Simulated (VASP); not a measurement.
**ScAl4N: single point with PBE**

Crystal: ScAl4N.

```
Sc Al N
1.0
     0.00000    4.01091    4.01091
     4.01091    0.00000    4.01091
     4.01091    4.01091    0.00000
Sc Al N
1 4 1
Direct
  0.25000 0.25000 0.25000
  0.86482 0.40553 0.86482
  0.86482 0.86482 0.86482
  0.40553 0.86482 0.86482
  0.86482 0.86482 0.40553
  0.00000 0.00000 0.00000
```

* Program: VASP 6.6.1
* Task: single point
* Functional: PBE
* Potentials or basis: VASP PAW PBE potentials, release 64 (Sc_sv, Al, N)
* Cutoff: 520 eV
* k mesh: 8 × 8 × 8
* Occupations: gaussian, width 0.1 eV
* Spin: collinear spin, ferromagnetic start
* Starting moments: [0.46, 0.0, 0.0, 0.0, 0.0, 0.0] μB

- Pressure: 0.0 GPa
- Net moment: 0.19 μB per cell
- Site moments: Sc +0.06; Al +0.00; N +0.00 μB
- Valence electrons inside the program's atomic spheres: Sc 9.19; Al 0.79; N 3.84

Levels at points of the mesh, in eV from the Fermi level:
Spin up:
```tsv
k point	band 11	band 12	band 13	band 14	band 15	band 16	band 17	band 18
(0.00, 0.00, 0.00)	-2.25	-2.25	-1.51	-1.00	-1.00	0.56	0.56	0.56
(0.50, 0.00, 0.00)	-2.40	-2.40	-0.03	0.12	0.12	0.47	0.69	0.69
(0.50, 0.50, 0.00)	-1.77	-1.77	-1.61	-0.76	-0.21	0.56	0.89	0.89
```
Spin down:
```tsv
k point	band 10	band 11	band 12	band 13	band 14	band 15	band 16	band 17	band 18	band 19
(0.00, 0.00, 0.00)	-2.22	-2.22	-2.22	-1.47	-0.94	-0.94	0.60	0.60	0.60	3.07
(0.50, 0.00, 0.00)	-3.24	-2.37	-2.37	0.00	0.17	0.17	0.52	0.73	0.73	1.77
(0.50, 0.50, 0.00)	-3.76	-1.74	-1.74	-1.56	-0.73	-0.14	0.62	0.93	0.93	2.77
```

Run time: 4 min on 1 thread of Intel Xeon 6975P-C, on a shared host, peak memory 0.41 GiB.
